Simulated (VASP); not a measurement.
Set up this calculation in VASP 6.6.1, as the native input.

```
Task                   : single point
Functional             : PBE
Potentials or basis    : VASP PAW PBE potentials, release 64 (Si, Ti_sv)
Cutoff                 : 520 eV
k mesh                 : 2 × 2 × 2
Occupations            : gaussian, width 0.02 eV
Spin                   : no spin polarisation
Dipole correction      : no
Further INCAR settings : LREAL = Auto; ALGO = Normal; EDIFF = 1e-07; NBANDS = 52
```

The structure of TiSi16 (a cell with a defect) lies in POSCAR:

```
TiSi16
1.0
    0.0000000000      5.4300000000      5.4300000000
    5.4300000000      0.0000000000      5.4300000000
    5.4300000000      5.4300000000      0.0000000000
Si Ti
16 1
Direct
    0.0016746777      0.0032976980     -0.0023313996
    0.1243351750      0.1245340700      0.1243476980
    0.0023628913      0.0021754144      0.4977918048
    0.1242692449      0.1244558011      0.6270736648
    0.0029010129      0.4983089319      0.0059348987
    0.1250210866      0.6328792818      0.1212476059
    0.0025352670      0.4982835175      0.4933301105
    0.1348964088      0.6195216390      0.6230116943
    0.4979207182      0.0017798343      0.0050441068
    0.6309992634      0.1242793738      0.1224430939
    0.4978810313      0.0015125230      0.4954418048
    0.6202205341      0.1349023020      0.6224905157
    0.4984141805      0.4984808471      0.0014252302
    0.6225430939      0.6203458564      0.1399664825
    0.4965162983      0.4971126151      0.5028059853
    0.6221320442      0.6200950276      0.6172576427
    0.7488278085      0.7480524862      0.7514399632
```

These files were run (other wordings do the same):

INCAR

```
SYSTEM = TiSi16
ALGO = Normal ; EDIFF = 1E-7
ENCUT = 520 ; GGA = PE
ISIF = 2 ; ISMEAR = 0
LASPH = .TRUE. ; LCHARG = .TRUE.
LELF = .TRUE. ; LREAL = Auto
LVHAR = .TRUE. ; LWAVE = .FALSE.
NBANDS = 52 ; NELM = 60
PREC = Accurate ; SIGMA = 0.02
```

KPOINTS

```
k-points
0
G
  2 2 2
  0 0 0
```

Potentials or basis: VASP PAW PBE potentials, release 64 (Si, Ti_sv).

The run is started by

```console
$ cat potpaw_PBE.64/Si/POTCAR potpaw_PBE.64/Ti_sv/POTCAR > POTCAR
$ mpirun -np 1 vasp_std > vasp.out
```

It gave:

```
Pressure               : 4.0 GPa
Largest force          : 0.017 eV/Å
Band gap on the k mesh : zero (band 38 reaches 6.96 eV, above the bottom of band 39 at 6.56 eV)
```

Caveat: the k points lie up to 0.50 Å⁻¹ apart.

Wall time 2.8 min on 1 thread of Intel(R) Xeon(R) 6975P-C (Granite Rapids), with other jobs on the host, peak memory 0.5 GiB.
